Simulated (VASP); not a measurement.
# InSb (I4/mmm) in VASP: further runs, part 3 of 4

VASP 6.6.1. Earlier steps stand in the parts before.

## Step 4: Single point, PBEsol (29.71 Å³/atom)

This run uses another cell than the first one, of 29.71 Å³/atom.

Input file INCAR:

```
SYSTEM = InSb
PREC     = Accurate       ! precision mode
ENCUT    = 520            ! plane-wave cutoff, eV
EDIFF    = 1E-6           ! SCF threshold, eV
ISMEAR   = 0              ! smearing method
SIGMA    = 0.15           ! smearing width, eV
LREAL    = .False.        ! projectors in reciprocal space
LASPH    = .True.         ! aspherical terms in the spheres
NELM     = 100            ! most SCF steps
ALGO     = Normal         ! electronic algorithm
ISIF     = 2              ! what is computed and relaxed
LWAVE    = .False.        ! write WAVECAR
LCHARG   = .False.        ! write CHGCAR
GGA      = PS             ! functional
NBANDS   = 16             ! bands
```

Input file KPOINTS:

```
Automatic mesh
0
Gamma
  14 14 14
  0 0 0
```

Input file POSCAR:

```
InSb
1.0
    0.0000000000      3.0350912034      3.2247844036
    3.0350912034      0.0000000000      3.2247844036
    3.0350912034      3.0350912034      0.0000000000
In Sb
1 1
Direct
    0.0000000000      0.0000000000      0.0000000000
    0.5000000000      0.5000000000      0.5000000000
```

Potentials or basis: VASP PAW PBE potentials, release 64 (In_d, Sb).

Run with:

```sh
$ cat potpaw_PBE.64/In_d/POTCAR potpaw_PBE.64/Sb/POTCAR > POTCAR
$ mpirun -np 1 vasp_std > vasp.out
```

OUTCAR:

```text
SYSTEM = InSb
   PREC = Accurate
   ENCUT = 520
   EDIFF = 1E-6
   ISMEAR = 0
   LREAL = .False.
   LASPH = .True.
   NELM = 100
   ISIF = 2
   GGA = PS

 ion  position               nearest neighbor table
   1  0.000  0.000  0.000-   2 3.04   2 3.04   2 3.04   2 3.04   2 3.22   2 3.22
   2  0.500  0.500  0.500-   1 3.04   1 3.04   1 3.04   1 3.04   1 3.22   1 3.22

  LATTYP: Found a body centered tetragonal cell.
 ALAT       =     4.2922671429
 C/A-ratio  =     1.5026019100

  Lattice vectors:

 A1 = (  -3.0350912034,   0.0000000000,   3.2247844036)
 A2 = (   3.0350912034,   0.0000000000,   3.2247844036)
 A3 = (   0.0000000000,   3.0350912034,  -3.2247844036)

Analysis of symmetry for initial positions (statically):
=====================================================================
 Subroutine PRICEL returns:
 Original cell was already a primitive cell.

 Routine SETGRP: Setting up the symmetry group for a
 body centered tetragonal supercell.

 Subroutine GETGRP returns: Found 16 space group operations
 (whereof 16 operations were pure point group operations)
 out of a pool of 16 trial point group operations.

The static configuration has the point symmetry D_4h.

Analysis of symmetry for dynamics (positions and initial velocities):
=====================================================================
 Subroutine PRICEL returns:
 Original cell was already a primitive cell.

 Routine SETGRP: Setting up the symmetry group for a
 body centered tetragonal supercell.

 Subroutine GETGRP returns: Found 16 space group operations
 (whereof 16 operations were pure point group operations)
 out of a pool of 16 trial point group operations.

The dynamic configuration has the point symmetry D_4h.

 Subroutine INISYM returns: Found 16 space group operations
 (whereof 16 operations are pure point group operations),
 and found     1 'primitive' translations

----------------------------------------------------------------------------------------

                                     Primitive cell

[... 112 lines left out ...]
  Fermi-wavevector in a.u.,A,eV,Ry     =   1.099531  2.077813 16.449024  1.208969
  Thomas-Fermi vector in A             =   2.235927
   LORBIT       =      0    0 simple, 1 ext, 2 COOP (PROOUT), +10 PAW based schemes
   GGA     = PS    functional components
   LHFCALC =     F    Hartree Fock is set to
   AEXX    =    0.0000 exact exchange contribution
   IVDW    =     0    specifies the selected vdW correction
   LEPSILON=     F    determine dielectric tensor
   LRPA    =     F    only Hartree local field effects (RPA)
 non-spin polarized calculation
 Gauss-broadening in eV      SIGMA  =   0.15
  energy-cutoff  :      520.00
  volume of cell :       59.41
 maximum number of plane-waves:      1620
 NGX is ok and might be reduce to    36
   NGX = 17   NGY = 17   NGZ = 15

 number of electron      18.0000001 magnetization

 Free energy of the ion-electron system (eV)
  ---------------------------------------------------
  ext. energy  EPLUGINS =         0.00000000
  ---------------------------------------------------
  free energy    TOTEN  =        -7.46138516 eV

  energy without entropy =       -7.44582519  energy(sigma->0) =       -7.45360518

 E-fermi :   6.1630     XC(G=0):  -9.7503

 val. band max:        6.1616377883   @ k =   0.2857   0.0714   0.0000
 cond. band min:       6.1632060747   @ k =  -0.1429   0.1429   0.0714
 fundamental gap:      0.0015682864
 Fermi energy:         6.1629620519

 k-point     1 :       0.0000    0.0000    0.0000
  band No.  band energies     occupation
      1      -8.1360      2.00000
      2      -8.1324      2.00000
      3      -8.1112      2.00000
      4      -8.0977      2.00000
      5      -8.0977      2.00000
      6      -4.6139      2.00000
[... 433 lines left out ...]
      3      -8.1123      2.00000
      4      -8.0865      2.00000
      5      -8.0832      2.00000
      6      -3.9180      2.00000
[... 8 lines left out ...]
     15      14.3469      0.00000
     16      14.6414      0.00000

 [... further k-points ...]

------------------------ aborting loop because EDIFF is reached ----------------------------------------

  FORCE on cell =-STRESS in cart. coord.  units (eV):
  Direction    XX          YY          ZZ          XY          YZ          ZX
  --------------------------------------------------------------------------------------
  -------------------------------------------------------------------------------------
  Total       -0.8050893     -0.8050893     -2.0202593      0.0000000      0.0000000      0.0000000
  in kB      -21.7110322    -21.7110322    -54.4808066      0.0000000      0.0000000      0.0000000
  external PRESSURE =     -32.6342903 kB  Pullay stress =       0.0000000 kB

 VOLUME and BASIS-vectors are now :
 -----------------------------------------------------------------------------
  energy-cutoff  :      520.00
  volume of cell :       59.41
      direct lattice vectors                 reciprocal lattice vectors
     0.000000000  3.035091203  3.224784404    -0.164739695  0.164739695  0.155049125
     3.035091203  0.000000000  3.224784404     0.164739695 -0.164739695  0.155049125
     3.035091203  3.035091203  0.000000000     0.164739695  0.164739695 -0.155049125

 POSITION                                       TOTAL-FORCE (eV/Angst)
 -----------------------------------------------------------------------------------
      0.00000      0.00000      0.00000        -0.000000      0.000000      0.000000
      3.03509      3.03509      3.22478         0.000000     -0.000000     -0.000000
 -----------------------------------------------------------------------------------
    total drift:                               -0.000000      0.000000      0.000000

  FREE ENERGIE OF THE ION-ELECTRON SYSTEM (eV)
  ---------------------------------------------------
  free  energy   TOTEN  =        -7.4613851640 eV

  energy  without entropy=       -7.4458251863  energy(sigma->0) =       -7.45360518
```

OSZICAR:

```text
N       E                     dE             d eps       ncg     rms          rms(c)
DAV:   1     0.109305353170E+03    0.10931E+03   -0.79980E+03  7816   0.116E+03
DAV:   2    -0.915676552867E+00   -0.11022E+03   -0.10677E+03  8872   0.288E+02
DAV:   3    -0.735688050210E+01   -0.64412E+01   -0.63935E+01 10032   0.692E+01
DAV:   4    -0.752532792539E+01   -0.16845E+00   -0.16840E+00  9624   0.123E+01
DAV:   5    -0.753311333556E+01   -0.77854E-02   -0.77853E-02 11608   0.218E+00    0.300E+00
DAV:   6    -0.746737113198E+01    0.65742E-01   -0.12849E-01 10288   0.595E+00    0.163E+00
DAV:   7    -0.746197248148E+01    0.53987E-02   -0.24682E-02 10928   0.193E+00    0.511E-01
DAV:   8    -0.746136533950E+01    0.60714E-03   -0.21314E-03  9848   0.565E-01    0.125E-01
DAV:   9    -0.746138702316E+01   -0.21684E-04   -0.15596E-04 11208   0.126E-01    0.521E-02
DAV:  10    -0.746138460535E+01    0.24178E-05   -0.11176E-05 10984   0.318E-02    0.200E-02
DAV:  11    -0.746138516399E+01   -0.55864E-06   -0.17926E-06  9336   0.156E-02
   1 F= -.74613852E+01 E0= -.74536052E+01  d E =-.155600E-01
```

stdout:

```text
POSCAR found type information on POSCAR InSb
 POSCAR found :  2 types and       2 ions
 scaLAPACK will be used
 -----------------------------------------------------------------------------
|                                                                             |
|                                                                             |
|     You enforced a specific xc type in the INCAR file but a different       |
|     I HOPE YOU KNOW WHAT YOU ARE DOING!                                     |
|                                                                             |
 -----------------------------------------------------------------------------

 LDA part: xc-table for (Slater+PW92), standard interpolation
 POSCAR, INCAR and KPOINTS ok, starting setup
 FFT: planning ... GRIDC
 FFT: planning ... GRID_SOFT
 FFT: planning ... GRID
 WAVECAR not read
 entering main loop
```

It took 94 s on 1 thread of Intel Xeon Platinum 8488C (Sapphire Rapids), shared host; peak memory 0.38 GiB.

Results:

| Item | Value |
| --- | --- |
| Free energy | -7.4614 eV |
| Pressure | -3.3 GPa |
| Band gap on the k mesh | zero (bands 9 and 10 overlap by 2.49 eV) |

Caveat: the cell stands under tension; the PAW data sets were made with another functional, which shifts forces and pressure a little; spin-orbit coupling is left out, which moves the levels of the heavy elements.

(Part 3 of 4 ends here.)
